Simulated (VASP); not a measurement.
# Cd5Pt3 (F-43m) in VASP: single point with PBE

Aim: the single point of Cd5Pt3 with PBE.

Program: VASP 6.6.1. These are calculated values, not measurements. Logs are shortened: lines on timing, memory, paths and dates and some standing lists are left out, and cuts for length are marked.

### 1 The cell of the first run

Symmetry: F-43m, No. 216, cubic system. The conventional cell has a = 11.847 Å, b = 11.847 Å, c = 11.847 Å, α = 90.00°, β = 90.00°, γ = 90.00°. Cd (site symmetry 3m) has 2 Pt at 2.56 to 2.57 Å within 3.4 Å. Within 3.4 Å of Pt (site symmetry -43m) lie 4 Cd at 2.57 Å. Pt (site symmetry -43m) has 4 Cd at 2.56 Å within 3.4 Å.

The cell was built from a structure type or drawn by symmetry, and may not be a known phase.

### 2 Single point, PBE

INCAR

```
PREC     = Accurate       # precision mode
ENCUT    = 520            # plane-wave cutoff, eV
EDIFF    = 1E-6           # SCF threshold, eV
ISMEAR   = 0              # smearing method
SIGMA    = 0.1            # smearing width, eV
LREAL    = F              # projectors in reciprocal space
LASPH    = T              # aspherical terms in the spheres
NELM     = 80             # most SCF steps
ALGO     = Fast           # electronic algorithm
ISIF     = 2              # what is computed and relaxed
LWAVE    = F              # write WAVECAR
LCHARG   = T              # write CHGCAR
GGA      = PE             # functional
LELF     = T              # ELF
LVHAR    = T            
NBANDS   = 55             # bands
```

KPOINTS

```
Automatic mesh
0
Gamma
  6 6 6
```

POSCAR

```
Cd5Pt3
1.0
    0.0000000000      5.9232961617      5.9232961617
    5.9232961617      0.0000000000      5.9232961617
    5.9232961617      5.9232961617      0.0000000000
Cd Pt
5 3
Direct
    0.2500000000      0.2500000000      0.2500000000
    0.6251751965      0.1244744104      0.6251751965
    0.6251751965      0.6251751965      0.6251751965
    0.1244744104      0.6251751965      0.6251751965
    0.6251751965      0.6251751965      0.1244744104
    0.0000000000      0.0000000000      0.0000000000
    0.5000000000      0.5000000000      0.5000000000
    0.7500000000      0.7500000000      0.7500000000
```

Potentials or basis: VASP PAW PBE potentials, release 64 (Cd, Pt).

On the command line:

```bash
$ cat potpaw_PBE.64/Cd/POTCAR potpaw_PBE.64/Pt/POTCAR > POTCAR
$ mpirun -np 1 vasp_std > vasp.out
```

OUTCAR:

```text
PREC = Accurate
   ENCUT = 520
   EDIFF = 1E-6
   ISMEAR = 0
   LREAL = F
   LASPH = T
   NELM = 80
   ISIF = 2
   GGA = PE

 ion  position               nearest neighbor table
   1  0.250  0.250  0.250-
   2  0.625  0.124  0.625-   8 2.56   7 2.57
   3  0.625  0.625  0.625-   8 2.56   7 2.57
   4  0.124  0.625  0.625-   8 2.56   7 2.57
   5  0.625  0.625  0.124-   8 2.56   7 2.57
   6  0.000  0.000  0.000-
   7  0.500  0.500  0.500-   3 2.57   2 2.57   4 2.57   5 2.57
   8  0.750  0.750  0.750-   2 2.56   4 2.56   5 2.56   3 2.56

  LATTYP: Found a face centered cubic cell.
 ALAT       =    11.8465923234

  Lattice vectors:

 A1 = (   0.0000000000,   5.9232961617,   5.9232961617)
 A2 = (   5.9232961617,   0.0000000000,   5.9232961617)
 A3 = (   5.9232961617,   5.9232961617,   0.0000000000)

Analysis of symmetry for initial positions (statically):
=====================================================================
 Subroutine PRICEL returns:
 Original cell was already a primitive cell.

 Routine SETGRP: Setting up the symmetry group for a
 face centered cubic supercell.

 Subroutine GETGRP returns: Found 24 space group operations
 (whereof 24 operations were pure point group operations)
 out of a pool of 48 trial point group operations.

The static configuration has the point symmetry T_d .

Analysis of symmetry for dynamics (positions and initial velocities):
=====================================================================
 Subroutine PRICEL returns:
 Original cell was already a primitive cell.

 Routine SETGRP: Setting up the symmetry group for a
 face centered cubic supercell.

 Subroutine GETGRP returns: Found 24 space group operations
 (whereof 24 operations were pure point group operations)
 out of a pool of 48 trial point group operations.

The dynamic configuration has the point symmetry T_d .

 Subroutine INISYM returns: Found 24 space group operations
 (whereof 24 operations are pure point group operations),
 and found     1 'primitive' translations

----------------------------------------------------------------------------------------

                                     Primitive cell

  volume of cell :     415.6429

  direct lattice vectors                    reciprocal lattice vectors
     0.000000000  5.923296162  5.923296162    -0.084412460  0.084412460  0.084412460
     5.923296162  0.000000000  5.923296162     0.084412460 -0.084412460  0.084412460
     5.923296162  5.923296162  0.000000000     0.084412460  0.084412460 -0.084412460

  length of vectors
     8.376805766  8.376805766  8.376805766     0.146206669  0.146206669  0.146206669

  position of ions in fractional coordinates (direct lattice)
     0.250000000  0.250000000  0.250000000
     0.625175197  0.124474410  0.625175197
     0.625175197  0.625175197  0.625175197
     0.124474410  0.625175197  0.625175197
     0.625175197  0.625175197  0.124474410
     0.000000000  0.000000000  0.000000000
     0.500000000  0.500000000  0.500000000
     0.750000000  0.750000000  0.750000000

  ion indices of the primitive-cell ions
   primitive index   ion index
                 1           1
                 2           2
                 3           3
                 4           4
                 5           5
                 6           6
                 7           7
                 8           8

----------------------------------------------------------------------------------------

 KPOINTS: Automatic mesh

Automatic generation of k-mesh.
 Grid dimensions read from file:
 generate k-points for:    6    6    6

 Generating k-lattice:

  Cartesian coordinates                     Fractional coordinates (reciprocal lattice)
    -0.014068743  0.014068743  0.014068743     0.166666667  0.000000000  0.000000000
     0.014068743 -0.014068743  0.014068743     0.000000000  0.166666667  0.000000000
     0.014068743  0.014068743 -0.014068743     0.000000000  0.000000000  0.166666667

  Length of vectors
     0.024367778  0.024367778  0.024367778

  Shift w.r.t. Gamma in fractional coordinates (k-lattice)
     0.000000000  0.000000000  0.000000000

 Subroutine IBZKPT returns following result:
 ===========================================

 Found     16 irreducible k-points:

 Following reciprocal coordinates:
            Coordinates               Weight
  0.000000  0.000000  0.000000      1.000000
  0.166667  0.000000  0.000000      8.000000
  0.333333  0.000000  0.000000      8.000000
  0.500000  0.000000  0.000000      4.000000
  0.166667  0.166667  0.000000      6.000000
  0.333333  0.166667  0.000000     24.000000
[... 8 lines left out ...]
 -0.333333  0.333333  0.166667     24.000000
 -0.333333  0.500000  0.166667     12.000000
   k-points           NKPTS =     16   k-points in BZ     NKDIM =     16   number of bands    NBANDS=     55
   number of dos      NEDOS =    301   number of ions     NIONS =      8
   total plane-waves  NPLWV = 262144
   dimension x,y,z NGX =    64 NGY =   64 NGZ =   64
   dimension x,y,z NGXF=   128 NGYF=  128 NGZF=  128
   ions per type =               5   3
   NGX,Y,Z   is equivalent  to a cutoff of  12.70, 12.70, 12.70 a.u.
   NGXF,Y,Z  is equivalent  to a cutoff of  25.40, 25.40, 25.40 a.u.
 SYSTEM =  unknown system
   PREC   = accura    normal or accurate (medium, high low for compatibility)
   ISTART =      0    job   : 0-new  1-cont  2-samecut
   ICHARG =      2    charge: 1-file 2-atom 10-const
   ISPIN  =      1    spin polarized calculation?
   LNONCOLLINEAR =      F non collinear calculations
   LSORBIT =      F    spin-orbit coupling
   LASPH  =      T    aspherical Exc in radial PAW
   ENCUT  =  520.0 eV  38.22 Ry    6.18 a.u.  15.58 15.58 15.58*2*pi/ulx,y,z
   NELM   =     80;   NELMIN=  2; NELMDL= -5     # of ELM steps
   EDIFF  = 0.1E-05   stopping-criterion for ELM
   LREAL  =      F    real-space projection
   EDIFFG = 0.1E-04   stopping-criterion for IOM
   NSW    =      0    number of steps for IOM
   IBRION =     -1    ionic relax: 0-MD 1-quasi-New 2-CG
   NFREE  =      0    steps in history (QN), initial steepest desc. (CG)
   ISIF   =      2    stress and relaxation
   ISYM   =      2    0-nonsym 1-usesym 2-fastsym
   POTIM  = 0.5000    time-step for ionic-motion
   TEBEG  =    0.0;   TEEND  =   0.0 temperature during run
   PSTRESS=    0.0 pullay stress
   NELECT =      90.0000    total number of electrons
   NUPDOWN=      -1.0000    fix difference up-down
   EMIN   =  10.00;   EMAX   =-10.00  energy-range for DOS
   EFERMI =   0.00;   METHOD = LEGACY
   ISMEAR =     0;   SIGMA  =   0.10  broadening in eV -4-tet -1-fermi 0-gaus
   EFERMI_NEDOS =   21; number of points for ismear=-14 and -15
   IALGO  =     68    algorithm
   IMIX   =      4    mixing-type and parameters
     AMIX     =   0.40;   BMIX     =  1.00
     AMIX_MAG =   1.60;   BMIX_MAG =  1.00
  volume/ion in A,a.u.               =      51.96       350.61
  Fermi-wavevector in a.u.,A,eV,Ry     =   0.983065  1.857723 13.148898  0.966417
  Thomas-Fermi vector in A             =   2.114195
   LORBIT       =      0    0 simple, 1 ext, 2 COOP (PROOUT), +10 PAW based schemes
   GGA     = PE    functional components
   LHFCALC =     F    Hartree Fock is set to
   AEXX    =    0.0000 exact exchange contribution
   IVDW    =     0    specifies the selected vdW correction
   LEPSILON=     F    determine dielectric tensor
   LRPA    =     F    only Hartree local field effects (RPA)
 non-spin polarized calculation
 RMM-DIIS sequential band-by-band and
 Gauss-broadening in eV      SIGMA  =   0.10
  energy-cutoff  :      520.00
  volume of cell :      415.64
 maximum number of plane-waves:     11228
 NGX is ok and might be reduce to    64
   NGX = 31   NGY = 31   NGZ = 31

 number of electron      90.0000011 magnetization

 Free energy of the ion-electron system (eV)
  ---------------------------------------------------
  ext. energy  EPLUGINS =         0.00000000
  ---------------------------------------------------
  free energy    TOTEN  =       -13.17779526 eV

  energy without entropy =      -13.08377630  energy(sigma->0) =      -13.13078578

 E-fermi :  -1.3635     XC(G=0):  -6.6135

 val. band max:       -1.3681096131   @ k =   0.3333   0.0000   0.0000
 cond. band min:      -1.3317496584   @ k =  -0.3333   0.1667   0.0000
 fundamental gap:      0.0363599546
 Fermi energy:        -1.3635072414

 k-point     1 :       0.0000    0.0000    0.0000
  band No.  band energies     occupation
      1      -9.7544      2.00000
      2      -9.5588      2.00000
      3      -9.5588      2.00000
      4      -9.5588      2.00000
      5      -9.3578      2.00000
      6      -9.3578      2.00000
[... 47 lines left out ...]
     54       2.3352      0.00000
     55       2.3352      0.00000

 k-point     2 :       0.1667    0.0000    0.0000
  band No.  band energies     occupation
      1      -9.7439      2.00000
      2      -9.5657      2.00000
      3      -9.5574      2.00000
      4      -9.5574      2.00000
      5      -9.3494      2.00000
      6      -9.3494      2.00000
[... 47 lines left out ...]
     54       2.8154      0.00000
     55       2.8205      0.00000

 k-point     3 :       0.3333    0.0000    0.0000
  band No.  band energies     occupation
      1      -9.7190      2.00000
      2      -9.5836      2.00000
      3      -9.5546      2.00000
      4      -9.5546      2.00000
      5      -9.3304      2.00000
      6      -9.3304      2.00000
[... 688 lines left out ...]
 k-point    15 :      -0.3333    0.3333    0.1667
  band No.  band energies     occupation
      1      -9.6765      2.00000
      2      -9.6245      2.00000
      3      -9.5498      2.00000
      4      -9.5483      2.00000
      5      -9.3099      2.00000
      6      -9.2895      2.00000
[... 47 lines left out ...]
     54       2.7541      0.00000
     55       3.0675      0.00000

 k-point    16 :      -0.3333    0.5000    0.1667
  band No.  band energies     occupation
      1      -9.6509      2.00000
      2      -9.6503      2.00000
      3      -9.5478      2.00000
      4      -9.5478      2.00000
      5      -9.3013      2.00000
      6      -9.2995      2.00000
[... 47 lines left out ...]
     54       2.5387      0.00000
     55       3.0314      0.00000

------------------------ aborting loop because EDIFF is reached ----------------------------------------

  FORCE on cell =-STRESS in cart. coord.  units (eV):
  Direction    XX          YY          ZZ          XY          YZ          ZX
  --------------------------------------------------------------------------------------
  -------------------------------------------------------------------------------------
  Total        0.5216621      0.5216621      0.5216621      0.0000000      0.0000000      0.0000000
  in kB        2.0108492      2.0108492      2.0108492      0.0000000      0.0000000      0.0000000
  external PRESSURE =       2.0108492 kB  Pullay stress =       0.0000000 kB

 VOLUME and BASIS-vectors are now :
 -----------------------------------------------------------------------------
  energy-cutoff  :      520.00
  volume of cell :      415.64
      direct lattice vectors                 reciprocal lattice vectors
     0.000000000  5.923296162  5.923296162    -0.084412460  0.084412460  0.084412460
     5.923296162  0.000000000  5.923296162     0.084412460 -0.084412460  0.084412460
     5.923296162  5.923296162  0.000000000     0.084412460  0.084412460 -0.084412460

 POSITION                                       TOTAL-FORCE (eV/Angst)
 -----------------------------------------------------------------------------------
      2.96165      2.96165      2.96165         0.000000     -0.000000     -0.000000
      4.44040      7.40620      4.44040         0.002216     -0.002216      0.002216
      7.40620      7.40620      7.40620        -0.002216     -0.002216     -0.002216
      7.40620      4.44040      4.44040        -0.002216      0.002216      0.002216
      4.44040      4.44040      7.40620         0.002216      0.002216     -0.002216
      0.00000      0.00000      0.00000         0.000000     -0.000000     -0.000000
      5.92330      5.92330      5.92330         0.000000     -0.000000     -0.000000
      8.88494      8.88494      8.88494         0.000000     -0.000000     -0.000000
 -----------------------------------------------------------------------------------
    total drift:                                0.000000      0.000000      0.000000

  FREE ENERGIE OF THE ION-ELECTRON SYSTEM (eV)
  ---------------------------------------------------
  free  energy   TOTEN  =       -13.1777952610 eV

  energy  without entropy=      -13.0837763034  energy(sigma->0) =      -13.13078578
```

It took 8.1 min on 1 thread of AMD EPYC 7R13 (Zen 3), shared host; peak memory 0.69 GiB.

What came out:

| Property | Result |
| --- | --- |
| Free energy | -13.1778 eV |
| Pressure | 0.2 GPa |
| Largest force | 0.004 eV/Å |
| Band gap on the k mesh | zero (bands 45 and 46 overlap by 0.23 eV) |

Forces in eV/Å, atoms in the order of the input:
```
Cd   0.000  0.000  0.000
Cd   0.002 -0.002  0.002
Cd  -0.002 -0.002 -0.002
Cd  -0.002  0.002  0.002
Cd   0.002  0.002 -0.002
Pt   0.000  0.000  0.000
Pt   0.000  0.000  0.000
Pt   0.000  0.000  0.000
```

Caveat: spin-orbit coupling is left out, which moves the levels of the heavy elements.
